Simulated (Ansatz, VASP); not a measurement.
# One calculation of MgB4C, two programs

```
Mg B C
1.0
     2.86244   -4.32684    0.00000
     2.86244    4.32684    0.00000
     0.00000    0.00000    3.62195
Mg B C
1 4 1
Direct
  0.00000 0.00000 0.50000
  0.78935 0.21065 0.77308
  0.21065 0.78935 0.77308
  0.78935 0.21065 0.22692
  0.21065 0.78935 0.22692
  0.00000 0.00000 0.00000
```

Alike in both runs: functional PBE; k mesh 4 × 4 × 6; occupations gaussian, width 0.1 eV; no spin polarisation.

Ansatz relaxed the structure, and its values are those at the end. VASP's run is a single point on that final structure, the one shown.

```csv
,VASP,Ansatz
version,VASP 6.6.1,Ansatz 0.2.0
potentials or method,"VASP PAW PBE potentials, release 64 (Mg, B, C), cutoff 520 eV","scalar-relativistic, plane waves, PAW"
valence electrons in the cell,18,26
```

|  | VASP | Ansatz | Ansatz less VASP |
| --- | --- | --- | --- |
| gap on the k mesh at the Fermi level (eV) | none | none | - |
| pressure (GPa) | 0.5 | 0.1 | -0.47 |
| rms of the force components (eV/Å) | 0.016 | 0.002 | -0.0140 |

A gap of «none» marks a metal or a gap that the smearing closes. VASP's potentials hold 18 valence electrons a cell and Ansatz's 26, so a difference there can come from the potentials and not from the codes.
